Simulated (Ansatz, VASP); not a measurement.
Given: the input of a run of Ansatz 0.2.0 on Sb.

The input input:

```
crystal:
  lattice:
    - [3.4203242672, 0.0, 0.0]
    - [-1.7101621336, 2.9620877046, 0.0]
    - [0.0, 0.0, 5.5774459394]
  atoms:
    - { symbol: Sb, position: [0.6666666667, 0.3333333333, 0.75] }
    - { symbol: Sb, position: [0.3333333333, 0.6666666667, 0.25] }
hamiltonian:
  xc: pbe0
  pseudopotentials: { kind: paw }
kpoints:
  mp_grid: { grid: [6, 6, 4] }
scf:
  occupations: { method: fermi_dirac, width: 0.05 }
output:
  forces: true
  stress: true
  eigenvalues: true
```

Q: Translate it to VASP 6.6.1. Potentials there: VASP PAW PBE potentials, release 64 (Sb).

A: As run (the cutoff follows the program's own potentials):

Contents of POSCAR:

```
Sb
1.0
    3.4203242672      0.0000000000      0.0000000000
   -1.7101621336      2.9620877046      0.0000000000
    0.0000000000      0.0000000000      5.5774459394
Sb
2
Direct
    0.6666666667      0.3333333333      0.7500000000
    0.3333333333      0.6666666667      0.2500000000
```

INCAR.step1

```
PREC = Accurate
ENCUT = 520
EDIFF = 1E-5
ISMEAR = -1
SIGMA = 0.05
LREAL = F
LASPH = T
NELM = 80
ALGO = Normal
ISIF = 2
LWAVE = T
LCHARG = F
GGA = PE
NBANDS = 12
```

INCAR.step2

```
PREC = Accurate
ENCUT = 520
EDIFF = 1E-6
ISMEAR = -1
SIGMA = 0.05
LREAL = F
LASPH = T
NELM = 80
ALGO = Normal
ISIF = 2
LWAVE = F
LCHARG = F
GGA = PE
LHFCALC = T
AEXX = 0.25
PRECFOCK = Normal
ISTART = 1
NBANDS = 12
```

The input KPOINTS:

```
Automatic mesh
0
Gamma
  6 6 4
```

Potentials or basis: VASP PAW PBE potentials, release 64 (Sb).

Run with:

```bash
$ cat potpaw_PBE.64/Sb/POTCAR > POTCAR
$ cp INCAR.step1 INCAR
$ mpirun -np 1 vasp_std > vasp.out
$ cp INCAR.step2 INCAR
$ mpirun -np 1 vasp_std > vasp.out
```

Both were run:

|  | VASP | Ansatz | Ansatz less VASP |
| --- | --- | --- | --- |
| gap on the k mesh at the Fermi level (eV) | none | none | - |
| pressure (GPa) | -5.0 | -4.0 | +1.04 |
| traceless stress, the component that is largest in VASP (GPa) | 3.43 | 3.53 | +0.094 |

A gap of «none» marks a metal or a gap that the smearing closes. VASP's potentials hold 10 valence electrons a cell and Ansatz's 30, so a difference there can come from the potentials and not from the codes.

Neither program's run includes spin-orbit coupling.
